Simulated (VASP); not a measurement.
Here is a VASP 6.6.1 calculation.

File POSCAR:

```
BN
1.0
    2.5005496479      0.0000000000      0.0000000000
   -1.2502748239      2.1655395185      0.0000000000
    0.0000000000      0.0000000000     40.1057043818
B N
8 8
Direct
    0.3333333333      0.6666666667      0.0399180371
    0.3333333333      0.6666666667      0.2033172484
    0.3333333333      0.6666666667      0.3661801734
    0.3333333333      0.6666666667      0.5291134694
    0.6666666667      0.3333333333      0.1218090062
    0.6666666667      0.3333333333      0.2847423022
    0.6666666667      0.3333333333      0.4476052272
    0.6666666667      0.3333333333      0.6110044385
    0.6666666667      0.3333333333      0.0398649324
    0.6666666667      0.3333333333      0.2033162505
    0.6666666667      0.3333333333      0.3661800977
    0.6666666667      0.3333333333      0.5291161033
    0.3333333333      0.6666666667      0.1218063723
    0.3333333333      0.6666666667      0.2847423779
    0.3333333333      0.6666666667      0.4476062251
    0.3333333333      0.6666666667      0.6110575432
```

Contents of INCAR.step1:

```
PREC     = Accurate       # precision mode
ENCUT    = 580            # plane-wave cutoff, eV
ISMEAR   = 0              # smearing method
SIGMA    = 0.01           # smearing width, eV
LREAL    = F              # projectors in reciprocal space
LASPH    = T              # aspherical terms in the spheres
NELM     = 120            # most SCF steps
NBANDS   = 46             # bands
GGA      = PE             # functional
ALGO     = Normal         # electronic algorithm
EDIFF    = 1E-5           # SCF threshold, eV
LWAVE    = T              # write WAVECAR
LCHARG   = F              # write CHGCAR
GGA_COMPAT= F            
NELMDL   = -8
```

File INCAR.step2:

```
PREC     = Accurate       # precision mode
ENCUT    = 580            # plane-wave cutoff, eV
EDIFF    = 1E-6           # SCF threshold, eV
ISMEAR   = 0              # smearing method
SIGMA    = 0.01           # smearing width, eV
LREAL    = F              # projectors in reciprocal space
LASPH    = T              # aspherical terms in the spheres
NELM     = 120            # most SCF steps
ALGO     = Normal         # electronic algorithm
ISIF     = 2              # what is computed and relaxed
LWAVE    = F              # write WAVECAR
LCHARG   = F              # write CHGCAR
METAGGA  = R2SCAN         # meta-GGA
LMIXTAU  = T            
LUSE_VDW = T            
IVDW_NL  = 2            
BPARAM   = 11.95        
CPARAM   = 0.0093       
NBANDS   = 46             # bands
ISTART   = 1            
GGA_COMPAT= F
```

File KPOINTS:

```
regular mesh
0
Gamma
  12 12 1
```

Potentials or basis: VASP PAW PBE potentials, release 64 (B, N).

Launch:

```bash
$ cat potpaw_PBE.64/B/POTCAR potpaw_PBE.64/N/POTCAR > POTCAR
$ cp INCAR.step1 INCAR
$ mpirun -np 1 vasp_std > vasp.out
$ cp INCAR.step2 INCAR
$ mpirun -np 1 vasp_std > vasp.out
```

Problem. Estimate the band gap on the k mesh.

Solution. 4.81 eV (least direct gap 5.26 eV).
